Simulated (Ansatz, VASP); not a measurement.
# SnS in VASP and in Ansatz

```xyz
8
Lattice="11.8200 0.0000 0.0000 0.0000 3.9880 0.0000 0.0000 0.0000 4.3400" Properties=species:S:1:pos:R:3 pbc="T T T"
Sn    1.3948    0.9970    0.4991
Sn    4.5152    2.9910    2.6691
Sn    7.3048    0.9970    1.6709
Sn   10.4252    2.9910    3.8409
S    10.0470    0.9970    2.0745
S     7.6830    2.9910    4.2445
S     4.1370    0.9970    0.0955
S     1.7730    2.9910    2.2655
```

Alike in both runs: task single point; functional PBE; k mesh 2 × 6 × 5; occupations fermi-dirac, width 0.3 eV; no spin polarisation.

|  | VASP | Ansatz |
| --- | --- | --- |
| version | VASP 6.6.1 | Ansatz 0.2.0 |
| potentials or method | VASP PAW PBE potentials, release 64 (Sn_d, S), cutoff 500 eV | PAW, plane waves, scalar-relativistic |
| valence electrons in the cell | 80 | 80 |

|  | VASP | Ansatz | Ansatz less VASP |
| --- | --- | --- | --- |
| pressure (GPa) | -1.2 | -1.1 | +0.05 |
| traceless stress, the component that is largest in VASP (GPa) | -1.72 | -1.72 | -0.002 |
| rms of the force components (eV/Å) | 0.167 | 0.169 | +0.0019 |

Atom by atom the forces differ by 0.003 eV/Å (rms over components). With one functional, cell and mesh, what is left measures potentials, basis and numerics.
